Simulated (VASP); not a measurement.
## CdPd3: single point with LDA

The system is CdPd3.

```
CELL_PARAMETERS angstrom
3.91391 0.00000 0.00000
0.00000 3.91391 0.00000
0.00000 0.00000 3.91391
ATOMIC_POSITIONS crystal
Cd 0.00000 0.00000 0.00000
Pd 0.00000 0.50000 0.50000
Pd 0.50000 0.00000 0.50000
Pd 0.50000 0.50000 0.00000
```

```yaml
Program: VASP 6.6.1
Task: single point
Functional: LDA
Potentials_or_basis: VASP PAW LDA potentials, release 64 (Cd_sv_GW, Pd_sv_GW)
Cutoff: 630 eV
k_mesh: 6 × 6 × 6
Occupations: gaussian, width 0.1 eV
Spin: no spin polarisation
```

* Pressure: 0.2 GPa
* Band gap on the k mesh: zero (bands 37 and 38 overlap by 0.59 eV)

Levels at points of the mesh, in eV from the Fermi level:
```tsv
k point	band 34	band 35	band 36	band 37	band 38	band 39	band 40	band 41
(0.00, 0.00, 0.00)	-0.06	0.32	0.32	0.32	2.19	2.19	2.19	8.55
(0.50, 0.00, 0.00)	-1.60	-1.59	-1.37	-0.63	0.32	7.30	7.30	7.79
(0.50, 0.50, 0.00)	-1.87	-1.31	-1.25	0.36	0.52	1.91	1.91	9.93
(0.50, 0.50, 0.50)	-0.27	-0.27	-0.27	-0.01	-0.01	-0.01	0.87	4.83
```

It took 32 s on 1 thread of Intel(R) Xeon(R) 6975P-C (Granite Rapids) (shared host), peak memory 0.21 GiB.
